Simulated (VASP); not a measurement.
Li2O, 3 atoms in the cell. The structure is cubic, space group Fm-3m (No. 225). The conventional cell has a = 4.571 Å, b = 4.571 Å, c = 4.571 Å, α = 90.00°, β = 90.00°, γ = 90.00°. Li (site symmetry -43m) has 4 O at 1.98 Å and 6 Li at 2.29 Å within 2.6 Å. O (site symmetry m-3m) has 8 Li at 1.98 Å within 2.6 Å. 

| Property | Result |
| --- | --- |
| Program | VASP 6.6.1 |
| Task | single point |
| Functional | HSE06 |
| Potentials or basis | VASP PAW PBE potentials, release 64 (Li_sv, O) |
| Cutoff | 650 eV |
| k mesh | 8 × 8 × 8 |
| Occupations | fermi-dirac, width 0.02 eV |
| Spin | no spin polarisation |
| Dipole correction | no |
| Grid for exact exchange (PRECFOCK) | Normal |
| Further INCAR settings | ALGO = Normal; EDIFF = 1e-06; NBANDS = 13 |
| Share of exact exchange | 0.25 |
| Screening parameter | 0.2079 1/Å |

Potentials or basis: VASP PAW PBE potentials, release 64 (Li_sv, O).

Command:

```sh
$ cat potpaw_PBE.64/Li_sv/POTCAR potpaw_PBE.64/O/POTCAR > POTCAR
$ cp INCAR.step1 INCAR
$ mpirun -np 4 vasp_std > vasp.out
$ cp INCAR.step2 INCAR
$ mpirun -np 4 vasp_std > vasp.out
```

Hardware: 4 MPI ranks on AMD EPYC 7R13 Processor (Zen 3), on a shared host.

Q: Estimate the wall time of this run.

A: Wall time 19 min on 4 MPI ranks on AMD EPYC 7R13 Processor (Zen 3), with other jobs on the host, peak memory 0.25 GiB a rank. Counts: k points 29.
